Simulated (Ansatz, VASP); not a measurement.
Si2Ni: VASP beside Ansatz

The input INCAR:

```
SYSTEM = Si2Ni
  PREC = Accurate
  ENCUT = 520
  EDIFF = 1E-6
  ISMEAR = 0
  SIGMA = 0.05
  LREAL = .False.
  LASPH = .True.
  NELM = 150
  ALGO = Normal
  ISIF = 2
  LWAVE = .False.
  LCHARG = .False.
  ISPIN = 2
  MAGMOM = 0 0 0.05
  LORBIT = 11
  LMAXMIX = 4
  GGA = PS
  NBANDS = 20
```

The input KPOINTS:

```
Automatic mesh
0
Gamma
  12 12 12
  0 0 0
```

POSCAR

```
Si2Ni
1.0
    0.0000000000      2.7216542978      2.7216542978
    2.7216542978      0.0000000000      2.7216542978
    2.7216542978      2.7216542978      0.0000000000
Si Ni
2 1
Direct
    0.2500000000      0.2500000000      0.2500000000
    0.7500000000      0.7500000000      0.7500000000
    0.0000000000      0.0000000000      0.0000000000
```

Input for Ansatz:

```yaml
crystal:
  lattice:
    - [0.0, 2.7216542978, 2.7216542978]
    - [2.7216542978, 0.0, 2.7216542978]
    - [2.7216542978, 2.7216542978, 0.0]
  atoms:
    - { symbol: Si, position: [0.25, 0.25, 0.25] }
    - { symbol: Si, position: [0.75, 0.75, 0.75] }
    - { symbol: Ni, position: [0.0, 0.0, 0.0], spin: 0.05 }
basis:
  ecutwfc: 420
  ecutrho_ratio: 4
kpoints:
  mp_grid: { grid: [12, 12, 12] }
hamiltonian:
  xc: pbesol
scf:
  occupations: { method: gaussian, width: 0.05 }
  lower_state_search: "off"
output:
  forces: true
  stress: true
  eigenvalues: true
  populations: true
magnetization:
  spin_polarized: true
checkpoint:
  read: start.run
  write: ck
  compress: false
  write_wavefunctions: false
  write_every: 100000
```

Alike in both runs: task single point; functional PBEsol; k mesh 12 × 12 × 12; occupations gaussian, width 0.05 eV; collinear spin.

|  | VASP | Ansatz |
| --- | --- | --- |
| version | VASP 6.6.1 | Ansatz 0.2.0 |
| potentials or method | VASP PAW PBE potentials, release 64 (Si, Ni), cutoff 520 eV | scalar-relativistic, plane waves, PAW |
| valence electrons in the cell | 18 | 26 |

VASP gave:

```
gap on the k mesh at the Fermi level (eV) : none
pressure (GPa)                            : -4.5
net moment per atom (μB)                  : 0.00
```

Task: Estimate Ansatz's values.

Result: gap on the k mesh at the Fermi level (eV): none; pressure (GPa): -4.6; net moment per atom (μB): 0.00.

VASP's potentials were made for PBE, not for PBEsol. A gap of «none» marks a metal or a gap that the smearing closes. VASP's potentials hold 18 valence electrons a cell and Ansatz's 26, so a difference there can come from the potentials and not from the codes. Ansatz's warnings: seeded moment not kept.
